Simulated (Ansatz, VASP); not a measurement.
# One calculation of ZrSi4Pd, two programs

```xyz
6
Lattice="4.3585 0.0000 0.0000 -2.1793 3.7746 0.0000 0.0000 0.0000 5.7390" Properties=species:S:1:pos:R:3 pbc="T T T"
Zr    0.0000    0.0000    0.0000
Si    0.0000    2.5164    4.1000
Si    0.0000    2.5164    1.6389
Si    2.1793    1.2582    1.6389
Si    2.1793    1.2582    4.1000
Pd    0.0000    0.0000    2.8695
```

Alike in both runs: functional PBE; k mesh 12 × 12 × 8; occupations gaussian, width 0.1 eV; no spin polarisation.

Ansatz relaxed the structure, and its values are those at the end. VASP's run is a single point on that final structure, the one shown.

|  | VASP | Ansatz |
| --- | --- | --- |
| version | VASP 6.6.1 | Ansatz 0.2.0 |
| potentials or method | VASP PAW PBE potentials, release 64 (Zr_sv, Si, Pd), cutoff 500 eV | scalar-relativistic, plane waves, PAW |
| valence electrons in the cell | 38 | 46 |

Ansatz gave:

* gap on the k mesh at the Fermi level (eV): none
* pressure (GPa): 0.0
* rms of the force components (eV/Å): 0.000

Problem. What did VASP give for the same quantities?

Solution. gap on the k mesh at the Fermi level (eV): none; pressure (GPa): 0.0; rms of the force components (eV/Å): 0.003.

A gap of «none» marks a metal or a gap that the smearing closes. The functional is the same, so the differences come from potentials, cutoffs and numerics. VASP's potentials hold 38 valence electrons a cell and Ansatz's 46, so a difference there can come from the potentials and not from the codes.
